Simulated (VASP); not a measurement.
**Ru: single point with LDA**

Ru:

```
Ru
1.0
     2.47584    0.00000    0.00000
    -1.23792    2.14414    0.00000
     0.00000    0.00000    3.94395
Ru
2
Direct
  0.33333 0.66667 0.25000
  0.66667 0.33333 0.75000
```

```
Program             : VASP 6.6.1
Task                : single point
Functional          : LDA
Potentials or basis : VASP PAW LDA potentials, release 64 (Ru_pv)
Cutoff              : 520 eV
k mesh              : 18 × 18 × 10
Occupations         : fermi-dirac, width 0.05 eV
Spin                : no spin polarisation
```

- Pressure: 141.0 GPa
- Band gap on the k mesh: zero (band 14 reaches 20.39 eV, above the bottom of band 15 at 15.67 eV)

Stress tensor (GPa, compression positive):
```
140.87   0.00   0.00
  0.00 140.87   0.00
  0.00   0.00 141.15
```

Levels at points of the mesh, in eV from the Fermi level:
```
           k point  band 11  band 12  band 13  band 14  band 15  band 16  band 17  band 18
(0.00, 0.00, 0.00)    -3.68    -2.85    -2.85    -1.99    -1.99     1.71     1.71     1.83
(0.50, 0.00, 0.00)    -2.91    -2.14    -2.07     2.28     2.91     2.94     5.91     8.44
(0.00, 0.00, 0.50)    -4.07    -4.07    -3.53    -3.53     0.85     0.85     0.85     0.85
(0.50, 0.00, 0.50)    -1.56    -1.56     0.77     0.77     2.65     2.65     4.78     4.78
```

It took 120 s on 1 thread of AMD EPYC 7R13, with other jobs on the host, peak memory 0.15 GiB.
